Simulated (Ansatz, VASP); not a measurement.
This is a calculation of PtSe2 for Ansatz 0.2.0.

The input input.yaml:

```yaml
crystal:
  lattice:
    - [3.724, 0.0, 0.0]
    - [-1.862, 3.2250786037, 0.0]
    - [0.0, 0.0, 5.062]
  atoms:
    - { symbol: Pt, position: [0.0, 0.0, 0.0] }
    - { symbol: Se, position: [0.6666666667, 0.3333333333, 0.75] }
    - { symbol: Se, position: [0.3333333333, 0.6666666667, 0.25] }
kpoints:
  mp_grid: { grid: [5, 5, 3] }
scf:
  occupations: { method: fermi_dirac, width: 0.02 }
hamiltonian:
  xc: pbe
  pseudopotentials: { kind: all_electron, lapw: { basis_error: 0.002 } }
output:
  forces: true
  stress: true
  eigenvalues: true
```

Potentials or basis: all-electron LAPW, scalar-relativistic.

Launch:

```sh
$ ansatz run input.yaml --threads 2 --pin off --max-ram 6144MiB --backend cpu --events-out ev --progress --plain --runs-dir out
```

**Question.** Set up the same calculation for VASP 6.6.1. Potentials there: VASP PAW PBE potentials, release 64 (Pt, Se).

**Answer.** As run (the cutoff follows the program's own potentials):

Contents of INCAR:

```
SYSTEM = PtSe2
PREC = Accurate ; ENCUT = 500
EDIFF = 1E-6 ; ISMEAR = -1
SIGMA = 0.02 ; LREAL = .False.
LASPH = .True. ; NELM = 120
ALGO = Normal ; ISIF = 2
LWAVE = .False. ; LCHARG = .True.
GGA = PE ; LELF = .True.
LVHAR = .True. ; NBANDS = 18
GGA_COMPAT = .False.
```

The input KPOINTS:

```
regular mesh
0
Gamma
  5 5 3
  0 0 0
```

The input POSCAR:

```
PtSe2
1.0
    3.7240000000      0.0000000000      0.0000000000
   -1.8620000000      3.2250786037      0.0000000000
    0.0000000000      0.0000000000      5.0620000000
Pt Se
1 2
Direct
    0.0000000000      0.0000000000      0.0000000000
    0.6666666667      0.3333333333      0.7500000000
    0.3333333333      0.6666666667      0.2500000000
```

Potentials or basis: VASP PAW PBE potentials, release 64 (Pt, Se).

Run with:

```bash
$ cat potpaw_PBE.64/Pt/POTCAR potpaw_PBE.64/Se/POTCAR > POTCAR
$ mpirun -np 1 vasp_std > vasp.out
```

Both were run:

|  | VASP | Ansatz | Ansatz less VASP |
| --- | --- | --- | --- |
| gap on the k mesh at the Fermi level (eV) | none | none | - |
| pressure (GPa) | 7.2 | 7.2 | +0.01 |
| traceless stress, the component that is largest in VASP (GPa) | -1.77 | -1.76 | +0.002 |
| rms of the force components (eV/Å) | 0.246 | 0.244 | -0.0028 |

Atom by atom the forces differ by 0.003 eV/Å (rms over components). A gap of «none» marks a metal or a gap that the smearing closes. Ansatz ran all-electron here, and VASP with PAW potentials.

The k mesh is coarse, so the values compare programs but aren't converged. Spin-orbit coupling is off throughout.
